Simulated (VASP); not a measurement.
Runs of VASP 6.6.1 on SrCl2. The structure is that of space group Fm-3m (No. 225), or close to it. The cells are those of the table. 

| task | cell | cutoff (eV) | gap on the mesh (eV) | pressure (GPa) |
| --- | --- | --- | --- | --- |
| relaxation of cell and atoms | relaxed to 20 GPa from a = 4.538 Å, angles 60.0°, 3 atoms | 600 | 5.68 | 20.0 |
| relaxation of cell and atoms | relaxed to 2 GPa from a = 4.915 Å, angles 60.0°, 3 atoms | 600 | 5.97 | 2.0 |
| single point | a = 4.946 Å, angles 60.0°, 3 atoms | 520 | (b) | 0.0 |
| relaxation of cell and atoms | relaxed from a = 4.929 Å, angles 60.0°, 3 atoms | 600 | 5.93 | 0.0 |
| relaxation of cell and atoms | relaxed to 10 GPa from a = 4.650 Å, angles 60.0°, 3 atoms | 600 | (a) | 10.0 |
| relaxation of cell and atoms | relaxed to 5 GPa from a = 4.767 Å, angles 60.0°, 3 atoms | 600 | 5.92 | 5.0 |
| relaxation of cell and atoms | relaxed to -2 GPa from a = 4.978 Å, angles 60.0°, 3 atoms | 600 | 5.70 | -2.0 |

Alike in all rows: level r2SCAN; potentials or basis VASP PAW PBE potentials, release 64 (Sr_sv, Cl); no spin polarisation; k mesh 6 × 6 × 6; smearing gaussian 0.02 eV.

Problem. Estimate the missing entries.

Solution. (a) 5.84; (b) 5.94.

Caveats: the PAW data sets were made with another functional, which shifts forces and pressure a little; the cell is relaxed towards a set pressure, so the enthalpy falls and the energy may rise (some runs).

A k mesh can miss the band edges, and the runs leave out spin-orbit coupling on Sr.
